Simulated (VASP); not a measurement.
PtS2: single point with PBE+D3(BJ)

PtS2:

```
CELL_PARAMETERS angstrom
3.58254 0.00000 0.00000
-1.79127 3.10257 0.00000
0.00000 0.00000 4.67131
ATOMIC_POSITIONS crystal
Pt 0.00000 0.00000 0.00000
S 0.66667 0.33333 0.74170
S 0.33333 0.66667 0.25830
```

```
Program                : VASP 6.6.1
Task                   : single point
Functional             : PBE
Dispersion             : D3(BJ)
Potentials or basis    : VASP PAW PBE potentials, release 64 (Pt, S)
Cutoff                 : 520 eV
k mesh                 : 12 × 12 × 8
Occupations            : gaussian, width 0.01 eV
Spin                   : no spin polarisation
Dipole correction      : no
Further INCAR settings : ALGO = Normal; EDIFF = 1e-06; NBANDS = 18
```

- Pressure: -0.5 GPa
- Largest force: 0.037 eV/Å
- Band gap on the k mesh: 0.08 eV (least direct gap 0.69 eV)
- Dispersion energy per atom: -0.451 eV

Forces in eV/Å, atoms in the order of the input:
```
Pt   0.000  0.000  0.000
S    0.000  0.000  0.037
S    0.000  0.000 -0.037
```

Stress tensor (GPa, compression positive):
```
-0.53  0.00  0.00
 0.00 -0.53  0.00
 0.00  0.00 -0.34
```

Levels at points of the mesh, in eV from the valence-band top:
```csv
k point,band 9,band 10,band 11,band 12,band 13,band 14
"(0.00, 0.00, 0.00)",-1.63,-1.63,0.00,1.14,1.14,3.60
"(0.50, 0.00, 0.00)",-3.62,-3.53,-2.99,0.73,2.25,5.21
"(0.00, 0.00, 0.50)",-2.15,-2.15,-1.57,2.21,2.21,5.26
"(0.50, 0.00, 0.50)",-3.28,-3.21,-1.58,0.74,1.60,4.85
```

It took 43 s on 1 thread of Intel(R) Xeon(R) 6975P-C (Granite Rapids) (shared host), peak memory 0.27 GiB.

Caveat: spin-orbit coupling is left out, which moves the levels of the heavy elements. A k mesh can miss the band edges.
